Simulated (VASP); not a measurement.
A run of VASP 6.6.1:

Contents of INCAR:

```
SYSTEM = SiC
PREC = Accurate
ENCUT = 600
EDIFF = 1E-6
ISMEAR = -1
SIGMA = 0.05
LREAL = .FALSE.
LASPH = .TRUE.
NELM = 80
ALGO = Normal
ISIF = 3
LWAVE = .FALSE.
LCHARG = .FALSE.
GGA = PS
IBRION = 2
NSW = 60
EDIFFG = -0.01
PSTRESS = 100.0
```

Contents of KPOINTS:

```
regular mesh
0
G
  10 10 5
  0 0 0
```

The input POSCAR:

```
SiC
1.0
    3.0760000000      0.0000000000      0.0000000000
   -1.5380000000      2.6638941420      0.0000000000
    0.0000000000      0.0000000000      5.0480000000
Si C
2 2
Direct
    0.6666666667      0.3333333333      0.5000000000
    0.3333333333      0.6666666667      0.0000000000
    0.6666666667      0.3333333333      0.8850000000
    0.3333333333      0.6666666667      0.3850000000
```

Potentials or basis: VASP PAW PBE potentials, release 64 (Si, C).

Command:

```sh
$ cat potpaw_PBE.64/Si/POTCAR potpaw_PBE.64/C/POTCAR > POTCAR
$ mpirun -np 1 vasp_std > vasp.out
```

Hardware: 1 thread of Intel(R) Xeon(R) Platinum 8559C (Emerald Rapids), on a shared host.

**Question.** How long does it take, and how much memory?

**Answer.** Run time: 62 s on 1 thread of Intel(R) Xeon(R) Platinum 8559C (Emerald Rapids) (shared host), peak memory 0.18 GiB. Counts: scf iterations 51, k points 42, ion steps 8.
